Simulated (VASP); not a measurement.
Runs of VASP 6.6.1 on V. The structure is that of space group P6/mmm (No. 191), or close to it. The cells are those of the table. This isn't the form of V at room conditions, which is bcc.

| task | cell | cutoff (eV) | gap on the mesh (eV) | pressure (GPa) |
| --- | --- | --- | --- | --- |
| single point | a = 4.452, b = 4.452, c = 2.390 Å, angles 90.0, 90.0, 120.0°, 3 atoms | 520 | none | 0.3 |
| single point | a = 4.051, b = 4.051, c = 2.194 Å, angles 90.0, 90.0, 120.0°, 3 atoms | 520 | none | (a) |
| single point | a = 3.555, b = 3.555, c = 1.949 Å, angles 90.0, 90.0, 120.0°, 3 atoms | 520 | none | 393.4 |
| relaxation of shape and atoms at fixed volume | relaxed from a = 3.580, b = 3.580, c = 1.922 Å, angles 90.0, 90.0, 120.0°, 3 atoms | 600 | none | 392.2 |

Alike in all rows: level PBE; potentials or basis VASP PAW PBE potentials, release 64 (V_sv); no spin polarisation; k mesh 8 × 8 × 12; smearing fermi-dirac 0.08 eV.

Q: Fill in the values left out.

A: (a) 81.6.

Caveats: atoms lie so close that the PAW spheres overlap strongly, which falsifies energies and pressures (at least some runs); the cell stands under pressure (at least some runs); the stress differs along the axes, from 387 to 406 GPa (at least some runs).

A gap of «none» marks levels without a gap at the run's occupations.
